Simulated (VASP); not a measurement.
A run of VASP 6.6.1 is set up as follows.

The input INCAR:

```
SYSTEM = Co
PREC = Accurate
ENCUT = 520
EDIFF = 1E-6
ISMEAR = -1
SIGMA = 0.05
LREAL = .FALSE.
LASPH = .TRUE.
NELM = 150
ALGO = Normal
ISIF = 2
LWAVE = .FALSE.
LCHARG = .FALSE.
ISPIN = 2
MAGMOM = 1.816
LORBIT = 11
LMAXMIX = 4
GGA = B5
ALDAX = 1.0
AGGAX = 1.0
AGGAC = 1.0
ALDAC = 0.0
NBANDS = 14
```

Contents of KPOINTS:

```
regular mesh
0
G
  17 17 17
  0 0 0
```

File POSCAR:

```
Co
1.0
   -1.3877008210      1.3877008210      1.3877008210
    1.3877008210     -1.3877008210      1.3877008210
    1.3877008210      1.3877008210     -1.3877008210
Co
1
Direct
    0.0000000000      0.0000000000      0.0000000000
```

Potentials or basis: VASP PAW PBE potentials, release 64 (Co).

The run is started by

```console
$ cat potpaw_PBE.64/Co/POTCAR > POTCAR
$ mpirun -np 1 vasp_std > vasp.out
```

(1) Estimate the site moments.

(2) Estimate the net moment.

(3) What does it give for the pressure?

Answers

(1) Co +1.71 μB.

(2) 1.70 μB per cell.

(3) 17.6 GPa.

Caveat: the PAW data sets were made with another functional, which shifts forces and pressure a little.
